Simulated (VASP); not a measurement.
Wanted: the native input for a VASP 6.6.1 run.

* Task: single point
* Functional: r2SCAN
* Dispersion: D4
* Potentials or basis: VASP PAW PBE potentials, release 64 (Fe)
* Cutoff: 520 eV
* k mesh: 13 × 13 × 13
* Occupations: fermi-dirac, width 0.05 eV
* Spin: collinear spin, ferromagnetic start
* Starting moments: [3.0] μB
* Dipole correction: no
* Further INCAR settings: ALGO = Normal; EDIFF = 1e-06; NBANDS = 14

Fe:

```
Fe
1.0
    -1.41354    1.41354    1.41354
     1.41354   -1.41354    1.41354
     1.41354    1.41354   -1.41354
Fe
1
Direct
  0.00000 0.00000 0.00000
```

The input as run:

POSCAR

```
Fe
1.0
   -1.4135427549      1.4135427549      1.4135427549
    1.4135427549     -1.4135427549      1.4135427549
    1.4135427549      1.4135427549     -1.4135427549
Fe
1
Direct
    0.0000000000      0.0000000000      0.0000000000
```

INCAR.step1

```
PREC     = Accurate       # precision mode
ENCUT    = 520            # plane-wave cutoff, eV
ISMEAR   = -1             # smearing method
SIGMA    = 0.05           # smearing width, eV
LREAL    = F              # projectors in reciprocal space
LASPH    = T              # aspherical terms in the spheres
NELM     = 150            # most SCF steps
ISPIN    = 2              # spin polarisation
MAGMOM   = 3              # initial moments
LMAXMIX  = 4              # l up to which the mixer works
NBANDS   = 14             # bands
GGA      = PE             # functional
ALGO     = Normal         # electronic algorithm
EDIFF    = 1E-4           # SCF threshold, eV
LWAVE    = T              # write WAVECAR
LCHARG   = F              # write CHGCAR
```

INCAR.step2

```
PREC     = Accurate       # precision mode
ENCUT    = 520            # plane-wave cutoff, eV
EDIFF    = 1E-6           # SCF threshold, eV
ISMEAR   = -1             # smearing method
SIGMA    = 0.05           # smearing width, eV
LREAL    = F              # projectors in reciprocal space
LASPH    = T              # aspherical terms in the spheres
NELM     = 150            # most SCF steps
ALGO     = Normal         # electronic algorithm
ISIF     = 2              # what is computed and relaxed
LWAVE    = F              # write WAVECAR
LCHARG   = T              # write CHGCAR
ISPIN    = 2              # spin polarisation
MAGMOM   = 3              # initial moments
LORBIT   = 11             # projections on sites
LMAXMIX  = 4              # l up to which the mixer works
METAGGA  = R2SCAN         # meta-GGA
LMIXTAU  = T            
IVDW     = 13             # dispersion correction
VDW_S6   = 1.0          
VDW_S8   = 0.6018749    
VDW_A1   = 0.51559235   
VDW_A2   = 5.77342911   
LELF     = T              # ELF
LVHAR    = T            
NBANDS   = 14             # bands
ISTART   = 1
```

KPOINTS

```
Automatic mesh
0
Gamma
  13 13 13
```

Potentials or basis: VASP PAW PBE potentials, release 64 (Fe).

Run with:

```console
$ cat potpaw_PBE.64/Fe/POTCAR > POTCAR
$ cp INCAR.step1 INCAR
$ mpirun -np 1 vasp_std > vasp.out
$ cp INCAR.step2 INCAR
$ mpirun -np 1 vasp_std > vasp.out
```

It gave:

* Pressure: 7.2 GPa
* Net moment: 2.64 μB per cell
* Site moments: Fe +2.69 μB
* Valence electrons inside the program's atomic spheres: Fe 7.29
* Dispersion energy per atom: -0.120 eV

Caveat: the PAW data sets were made with another functional, which shifts forces and pressure a little; pairwise dispersion overbinds metals, which lowers pressure and volume.

It took 75 s on 1 thread of Intel(R) Xeon(R) Platinum 8488C (Sapphire Rapids), on a shared host, peak memory 0.14 GiB.
